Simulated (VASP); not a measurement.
Input of a VASP 6.6.1 run:

Contents of INCAR:

```
SYSTEM = Re
ALGO = Normal
EDIFF = 1E-6
ENCUT = 520
GGA = PE
ISIF = 2
ISMEAR = 0
LASPH = .True.
LCHARG = .True.
LELF = .True.
LREAL = .False.
LVHAR = .True.
LWAVE = .False.
NBANDS = 14
NELM = 80
PREC = Accurate
SIGMA = 0.1
```

File KPOINTS:

```
k-points
0
Gamma
  6 6 4
  0 0 0
```

The input POSCAR:

```
Re
1.0
    2.7653363785      0.0000000000      0.0000000000
   -1.3826681893      2.3948515538      0.0000000000
    0.0000000000      0.0000000000      4.4735766300
Re
2
Direct
    0.3333333300      0.6666666700      0.2500000000
    0.6666666700      0.3333333300      0.7500000000
```

Potentials or basis: VASP PAW PBE potentials, release 64 (Re).

Run with:

```bash
$ cat potpaw_PBE.64/Re/POTCAR > POTCAR
$ mpirun -np 1 vasp_std > vasp.out
```

(1) Predict the band gap on the k mesh.

(2) Estimate the pressure.

Answers

(1) zero (band 7 reaches 8.87 eV, above the bottom of band 8 at 6.12 eV).

(2) 3.3 GPa.

Caveat: the k points lie up to 0.44 Å⁻¹ apart; spin-orbit coupling is left out, which moves the levels of the heavy elements.
